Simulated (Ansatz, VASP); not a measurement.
**LiF in VASP and in Ansatz**

INCAR

```
SYSTEM = LiF
PREC     = Accurate       ! precision mode
ENCUT    = 520            ! plane-wave cutoff, eV
EDIFF    = 1E-6           ! SCF threshold, eV
ISMEAR   = 0              ! smearing method
SIGMA    = 0.05           ! smearing width, eV
LREAL    = .FALSE.        ! projectors in reciprocal space
LASPH    = .TRUE.         ! aspherical terms in the spheres
NELM     = 80             ! most SCF steps
ALGO     = Normal         ! electronic algorithm
ISIF     = 2              ! what is computed and relaxed
LWAVE    = .FALSE.        ! write WAVECAR
LCHARG   = .TRUE.         ! write CHGCAR
LELF     = .TRUE.         ! ELF
LVHAR    = .TRUE.       
NBANDS   = 12             ! bands
```

Contents of KPOINTS:

```
Automatic mesh
0
G
  10 10 10
  0 0 0
```

POSCAR

```
LiF
1.0
    2.6107236600      0.0000000000      0.0000000000
    0.0000000000      2.6107236600      0.0000000000
    0.0000000000      0.0000000000      2.5595330000
Li F
1 1
Direct
    0.0000000000      0.0000000000      0.0000000000
    0.5000000000      0.5000000000      0.5000000000
```

Input for Ansatz:

```yaml
crystal:
  lattice:
    - [2.61072366, 0.0, 0.0]
    - [0.0, 2.61072366, 0.0]
    - [0.0, 0.0, 2.559533]
  atoms:
    - { symbol: Li, position: [0.0, 0.0, 0.0] }
    - { symbol: F, position: [0.5, 0.5, 0.5] }
basis:
  ecutwfc: 420
kpoints:
  mp_grid: { grid: [10, 10, 10] }
hamiltonian:
  xc: lda
scf:
  occupations: { method: gaussian, width: 0.05 }
output:
  forces: true
  stress: true
  eigenvalues: true
```

Change from the starting cell: strain +0.0200 x Voigt [1, 1, 0, 0, 0, 0], atoms carried along.

Alike in both runs: task single point; functional LDA; k mesh 10 × 10 × 10; occupations gaussian, width 0.05 eV; no spin polarisation.

|  | VASP | Ansatz |
| --- | --- | --- |
| version | VASP 6.6.1 | Ansatz 0.2.0 |
| potentials or method | VASP PAW LDA potentials, release 64 (Li_sv, F), cutoff 520 eV | scalar-relativistic, plane waves, PAW |
| valence electrons in the cell | 10 | 10 |

```tsv
	VASP	Ansatz	Ansatz less VASP
gap on the k mesh at the Fermi level (eV)	6.90	6.90	+0.003
least direct gap on the mesh (eV)	7.50	7.50	+0.003
```

LDA's correlation is that of Perdew and Zunger in VASP and of Perdew and Wang (1992) in Ansatz.

Noted on VASP's run: the cutoff is short for stress, so the pressure is rough.
